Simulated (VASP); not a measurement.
A run of VASP 6.6.1 is set up as follows.

File INCAR:

```
SYSTEM = P
PREC     = Accurate       ! precision mode
ENCUT    = 520            ! plane-wave cutoff, eV
EDIFF    = 1E-6           ! SCF threshold, eV
ISMEAR   = 0              ! smearing method
SIGMA    = 0.05           ! smearing width, eV
LREAL    = .False.        ! projectors in reciprocal space
LASPH    = .True.         ! aspherical terms in the spheres
NELM     = 80             ! most SCF steps
ALGO     = Normal         ! electronic algorithm
ISIF     = 2              ! what is computed and relaxed
LWAVE    = .False.        ! write WAVECAR
LCHARG   = .True.         ! write CHGCAR
GGA      = PS             ! functional
LELF     = .True.         ! ELF
LVHAR    = .True.       
NBANDS   = 18             ! bands
```

KPOINTS

```
regular mesh
0
Gamma
  8 1 6
  0 0 0
```

POSCAR

```
P
1.0
    3.2837277200      0.0000000000      0.0000000000
    0.0000000000     34.8570309900      0.0000000000
    0.0000000000      0.0000000000      4.6320847100
P
4
Direct
    0.0000000000      0.9691856069      0.5921507200
    0.0000000000      0.0286627469      0.4078492800
    0.5000000000      0.0308143931      0.0921507200
    0.5000000000      0.9713372531      0.9078492800
```

Potentials or basis: VASP PAW PBE potentials, release 64 (P).

Launch:

```sh
$ cat potpaw_PBE.64/P/POTCAR > POTCAR
$ mpirun -np 1 vasp_std > vasp.out
```

(1) What does it give for the largest force?

(2) Estimate the band gap on the k mesh.

Results:

(1) 0.265 eV/Å.

(2) 0.93 eV, direct.

Caveat: the cell differs from its parent crystal (mode 4 (126.9 1/cm) frozen in, largest displacement +0.037 Å); the PAW data sets were made with another functional, which shifts forces and pressure a little.
